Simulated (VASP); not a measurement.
## MoS2: single point with PBE+D3(BJ)

MoS2:

```
Mo S
1.0
    -3.13421    0.00000    0.00000
    -1.56711   -2.71431    0.00000
     0.00000    0.00000   17.86356
Mo S
3 6
Direct
  0.66667 0.66667 0.33333
  0.00000 0.00000 0.00000
  0.33333 0.33333 0.66667
  0.66667 0.66667 0.08971
  0.00000 0.00000 0.75638
  0.33333 0.33333 0.42304
  0.66667 0.66667 0.57696
  0.00000 0.00000 0.24362
  0.33333 0.33333 0.91029
```

* Program: VASP 6.6.1
* Task: single point
* Functional: PBE
* Dispersion: D3(BJ)
* Potentials or basis: VASP PAW PBE potentials, release 64 (Mo_sv, S)
* Cutoff: 520 eV
* k mesh: 14 × 14 × 3
* Occupations: gaussian, width 0.15 eV
* Spin: no spin polarisation
* Dipole correction: no
* Further INCAR settings: ALGO = Normal; EDIFF = 1e-06; NBANDS = 49

| Quantity | Value |
| --- | --- |
| Pressure | -0.1 GPa |
| Largest force | 0.019 eV/Å |
| Band gap on the k mesh | zero (band 39 reaches 8.69 eV, above the bottom of band 40 at 8.22 eV) |
| Dispersion energy per atom | -0.450 eV |

Forces on the atoms (eV/Å):
```
Mo   0.000  0.000  0.000
Mo   0.000  0.000  0.000
Mo   0.000  0.000  0.000
S    0.000  0.000 -0.019
S    0.000  0.000 -0.019
S    0.000  0.000 -0.019
S    0.000  0.000  0.019
S    0.000  0.000  0.019
S    0.000  0.000  0.019
```

Levels at points of the mesh, in eV from the Fermi level:
| k point | band 37 | band 38 | band 39 | band 40 | band 41 | band 42 |
| --- | --- | --- | --- | --- | --- | --- |
| (0.00, 0.00, 0.00) | -0.78 | -0.25 | -0.25 | -0.09 | -0.09 | -0.09 |
| (0.50, 0.00, 0.00) | -1.68 | -1.38 | -1.38 | 1.38 | 1.38 | 1.38 |

Wall time 8.7 min on 1 thread of AMD EPYC 7R13 Processor (Zen 3), with other jobs on the host, peak memory 0.47 GiB.

Caveat: pairwise dispersion overbinds metals, which lowers pressure and volume.
